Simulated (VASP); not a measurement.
# ScPt (Pm-3m) in VASP: a series of runs

Runs on ScPt. Level: LDA. Tasks: single point.

Everything below comes from runs of VASP 6.6.1. Logs are shortened: lines on timing, memory, paths and dates and some standing lists are left out, and cuts for length are marked.

### Step 1. The cell of the first run

It takes space group Pm-3m (No. 221, cubic). The conventional cell has a = 3.203 Å, b = 3.203 Å, c = 3.203 Å, α = 90.00°, β = 90.00°, γ = 90.00°. Within 3.7 Å of Sc (site symmetry m-3m) lie 8 Pt at 2.77 Å and 6 Sc at 3.20 Å. Within 3.7 Å of Pt (site symmetry m-3m) lie 8 Sc at 2.77 Å and 6 Pt at 3.20 Å.

### Step 2. Single point, LDA

INCAR reads:

```
PREC = Accurate ; ENCUT = 500
EDIFF = 1E-6 ; ISMEAR = 1
SIGMA = 0.1 ; LREAL = F
LASPH = T ; NELM = 120
ALGO = Normal ; ISIF = 2
LWAVE = F ; LCHARG = F
GGA = CA ; NBANDS = 18
GGA_COMPAT = F
```

KPOINTS reads:

```
Automatic mesh
0
Gamma
  7 7 7
```

POSCAR reads:

```
ScPt
1.0
    3.2032465755      0.0000000000      0.0000000000
    0.0000000000      3.2032465755      0.0000000000
    0.0000000000      0.0000000000      3.2032465755
Sc Pt
1 1
Direct
    0.5000000000      0.5000000000      0.5000000000
    0.0000000000      0.0000000000      0.0000000000
```

Potentials or basis: VASP PAW LDA potentials, release 64 (Sc_sv, Pt).

Launch:

```sh
$ cat potpaw_LDA.64/Sc_sv/POTCAR potpaw_LDA.64/Pt/POTCAR > POTCAR
$ mpirun -np 1 vasp_std > vasp.out
```

OUTCAR:

```text
PREC = Accurate
   ENCUT = 500
   EDIFF = 1E-6
   ISMEAR = 1
   LREAL = F
   LASPH = T
   NELM = 120
   ISIF = 2
   GGA = CA

 ion  position               nearest neighbor table
   1  0.500  0.500  0.500-   2 2.77   2 2.77   2 2.77   2 2.77   2 2.77   2 2.77   2 2.77   2 2.77

   2  0.000  0.000  0.000-   1 2.77   1 2.77   1 2.77   1 2.77   1 2.77   1 2.77   1 2.77   1 2.77

  LATTYP: Found a simple cubic cell.
 ALAT       =     3.2032465755

  Lattice vectors:

 A1 = (   3.2032465755,   0.0000000000,   0.0000000000)
 A2 = (   0.0000000000,   3.2032465755,   0.0000000000)
 A3 = (   0.0000000000,   0.0000000000,   3.2032465755)

Analysis of symmetry for initial positions (statically):
=====================================================================
 Subroutine PRICEL returns:
 Original cell was already a primitive cell.

 Routine SETGRP: Setting up the symmetry group for a
 simple cubic supercell.

 Subroutine GETGRP returns: Found 48 space group operations
 (whereof 48 operations were pure point group operations)
 out of a pool of 48 trial point group operations.

The static configuration has the point symmetry O_h .

Analysis of symmetry for dynamics (positions and initial velocities):
=====================================================================
 Subroutine PRICEL returns:
 Original cell was already a primitive cell.

 Routine SETGRP: Setting up the symmetry group for a
 simple cubic supercell.

 Subroutine GETGRP returns: Found 48 space group operations
 (whereof 48 operations were pure point group operations)
 out of a pool of 48 trial point group operations.

The dynamic configuration has the point symmetry O_h .

 Subroutine INISYM returns: Found 48 space group operations
 (whereof 48 operations are pure point group operations),
 and found     1 'primitive' translations

----------------------------------------------------------------------------------------

                                     Primitive cell

  volume of cell :      32.8678

  direct lattice vectors                    reciprocal lattice vectors
     3.203246576  0.000000000  0.000000000     0.312183273  0.000000000  0.000000000
     0.000000000  3.203246576  0.000000000     0.000000000  0.312183273  0.000000000
     0.000000000  0.000000000  3.203246576     0.000000000  0.000000000  0.312183273

  length of vectors
[... 74 lines left out ...]
   LASPH  =      T    aspherical Exc in radial PAW
   ENCUT  =  500.0 eV  36.75 Ry    6.06 a.u.   5.84  5.84  5.84*2*pi/ulx,y,z
   NELM   =    120;   NELMIN=  2; NELMDL= -5     # of ELM steps
   EDIFF  = 0.1E-05   stopping-criterion for ELM
   LREAL  =      F    real-space projection
   EDIFFG = 0.1E-04   stopping-criterion for IOM
   NSW    =      0    number of steps for IOM
   IBRION =     -1    ionic relax: 0-MD 1-quasi-New 2-CG
   NFREE  =      0    steps in history (QN), initial steepest desc. (CG)
   ISIF   =      2    stress and relaxation
   ISYM   =      2    0-nonsym 1-usesym 2-fastsym
   POTIM  = 0.5000    time-step for ionic-motion
   TEBEG  =    0.0;   TEEND  =   0.0 temperature during run
   PSTRESS=    0.0 pullay stress
   NELECT =      21.0000    total number of electrons
   NUPDOWN=      -1.0000    fix difference up-down
   EMIN   =  10.00;   EMAX   =-10.00  energy-range for DOS
   EFERMI =   0.00;   METHOD = LEGACY
   ISMEAR =     1;   SIGMA  =   0.10  broadening in eV -4-tet -1-fermi 0-gaus
   EFERMI_NEDOS =   21; number of points for ismear=-14 and -15
   IALGO  =     38    algorithm
   IMIX   =      4    mixing-type and parameters
     AMIX     =   0.40;   BMIX     =  1.00
     AMIX_MAG =   1.60;   BMIX_MAG =  1.00
  volume/ion in A,a.u.               =      16.43       110.90
  Fermi-wavevector in a.u.,A,eV,Ry     =   1.410017  2.664545 27.050380  1.988147
  Thomas-Fermi vector in A             =   2.532013
   LORBIT       =      0    0 simple, 1 ext, 2 COOP (PROOUT), +10 PAW based schemes
   GGA     = CA    functional components
   LHFCALC =     F    Hartree Fock is set to
   AEXX    =    0.0000 exact exchange contribution
   IVDW    =     0    specifies the selected vdW correction
   LEPSILON=     F    determine dielectric tensor
   LRPA    =     F    only Hartree local field effects (RPA)
 non-spin polarized calculation
 Methfessel and Paxton  Order N= 1 SIGMA  =   0.10
  energy-cutoff  :      500.00
  volume of cell :       32.87
 maximum number of plane-waves:       858
 NGX is ok and might be reduce to    24
   NGX = 11   NGY = 11   NGZ = 11

 number of electron      21.0000008 magnetization

 Free energy of the ion-electron system (eV)
  ---------------------------------------------------
  ext. energy  EPLUGINS =         0.00000000
  ---------------------------------------------------
  free energy    TOTEN  =       -16.59823174 eV

  energy without entropy =      -16.59228936  energy(sigma->0) =      -16.59625095

 E-fermi :   8.4778     XC(G=0): -12.5639

 val. band max:        8.4636547550   @ k =   0.4286   0.2857   0.1429
 cond. band min:       8.5327624863   @ k =   0.4286   0.4286   0.2857
 fundamental gap:      0.0691077313
 Fermi energy:         8.4778157378

 k-point     1 :       0.0000    0.0000    0.0000
  band No.  band energies     occupation
      1     -40.4267      2.00000
      2     -19.2969      2.00000
      3     -19.2969      2.00000
      4     -19.2969      2.00000
      5       0.1787      2.00000
      6       2.9403      2.00000
[... 397 lines left out ...]
      5       3.9261      2.00000
      6       4.0820      2.00000
[... 10 lines left out ...]
     17      17.2694      0.00000
     18      17.2694      0.00000

------------------------ aborting loop because EDIFF is reached ----------------------------------------

  FORCE on cell =-STRESS in cart. coord.  units (eV):
  Direction    XX          YY          ZZ          XY          YZ          ZX
  --------------------------------------------------------------------------------------
  -------------------------------------------------------------------------------------
  Total        1.1522514      1.1522514      1.1522514     -0.0000000     -0.0000000     -0.0000000
  in kB       56.1677107     56.1677107     56.1677107     -0.0000000     -0.0000000     -0.0000000
  external PRESSURE =      56.1677107 kB  Pullay stress =       0.0000000 kB

 VOLUME and BASIS-vectors are now :
 -----------------------------------------------------------------------------
  energy-cutoff  :      500.00
  volume of cell :       32.87
      direct lattice vectors                 reciprocal lattice vectors
     3.203246576  0.000000000  0.000000000     0.312183273  0.000000000  0.000000000
     0.000000000  3.203246576  0.000000000     0.000000000  0.312183273  0.000000000
     0.000000000  0.000000000  3.203246576     0.000000000  0.000000000  0.312183273

 POSITION                                       TOTAL-FORCE (eV/Angst)
 -----------------------------------------------------------------------------------
      1.60162      1.60162      1.60162         0.000000      0.000000      0.000000
      0.00000      0.00000      0.00000         0.000000      0.000000      0.000000
 -----------------------------------------------------------------------------------
    total drift:                                0.000000      0.000000     -0.000000

  FREE ENERGIE OF THE ION-ELECTRON SYSTEM (eV)
  ---------------------------------------------------
  free  energy   TOTEN  =       -16.5982317401 eV

  energy  without entropy=      -16.5922893631  energy(sigma->0) =      -16.59625095
```

Run time: 9.1 s. Hardware: 1 thread of Intel Xeon Platinum 8488C (Sapphire Rapids), shared host; peak memory 0.13 GiB.

What came out:

```
Free energy : -16.5982 eV
Pressure    : 5.6 GPa
```

Caveat: spin-orbit coupling is left out, which moves the levels of the heavy elements.

### Step 3. Single point, LDA

This run uses another cell than the first one, of 16.78 Å³/atom, 1.021 times its volume.

INCAR reads:

```
SYSTEM = ScPt
  PREC = Accurate
  ENCUT = 500
  EDIFF = 1E-6
  ISMEAR = 1
  SIGMA = 0.1
  LREAL = .FALSE.
  LASPH = .TRUE.
  NELM = 120
  ALGO = Normal
  ISIF = 2
  LWAVE = .FALSE.
  LCHARG = .FALSE.
  NBANDS = 18
  GGA_COMPAT = .FALSE.
```

KPOINTS reads:

```
Automatic mesh
0
G
  7 7 7
  0 0 0
```

POSCAR reads:

```
ScPt
1.0
    3.2258053932      0.0000000000      0.0000000000
    0.0000000000      3.2258053932      0.0000000000
    0.0000000000      0.0000000000      3.2258053932
Sc Pt
1 1
Direct
    0.5000000000      0.5000000000      0.5000000000
    0.0000000000      0.0000000000      0.0000000000
```

Potentials or basis: VASP PAW LDA potentials, release 64 (Sc_sv, Pt).

Launch:

```sh
$ cat potpaw_LDA.64/Sc_sv/POTCAR potpaw_LDA.64/Pt/POTCAR > POTCAR
$ mpirun -np 1 vasp_std > vasp.out
```

Run time: 8.2 s. Hardware: 1 thread of Intel Xeon Platinum 8488C (Sapphire Rapids), shared host; peak memory 0.13 GiB.

It converged, with:

```yaml
Free_energy: -16.6151 eV
Pressure: 2.0 GPa
```

Levels at points of the mesh, in eV from the Fermi level:
```tsv
k point	band 6	band 7	band 8	band 9	band 10	band 11	band 12	band 13	band 14	band 15
(0.00, 0.00, 0.00)	-5.37	-5.37	-2.81	-2.81	-2.81	1.63	1.63	3.76	3.76	3.76
```

Caveat: spin-orbit coupling is left out, which moves the levels of the heavy elements.
